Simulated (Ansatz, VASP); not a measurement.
**C in VASP and in Ansatz**

```xyz
2
Lattice="0.0000 1.7684 1.7684 1.7684 0.0000 1.7684 1.7684 1.7684 0.0000" Properties=species:S:1:pos:R:3 pbc="T T T"
C     1.7684    1.7684    1.7684
C     2.6526    2.6526    2.6526
```

Change from the starting cell: volume scaled by 0.975.

Alike in both runs: task single point; functional PBE; k mesh 20 × 20 × 20; occupations fermi-dirac, width 0.08 eV; no spin polarisation.

```csv
,VASP,Ansatz
version,VASP 6.6.1,Ansatz 0.2.0
potentials or method,"VASP PAW PBE potentials, release 64 (C), cutoff 520 eV","all-electron LAPW, scalar-relativistic"
```

Ansatz gave:

| Property | Result |
| --- | --- |
| gap on the k mesh at the Fermi level (eV) | 4.20 |
| pressure (GPa) | 13.4 |

**Question.** Estimate VASP's values.

**Answer.** gap on the k mesh at the Fermi level (eV): 4.19; pressure (GPa): 14.2.

Ansatz ran all-electron here, and VASP with PAW potentials.
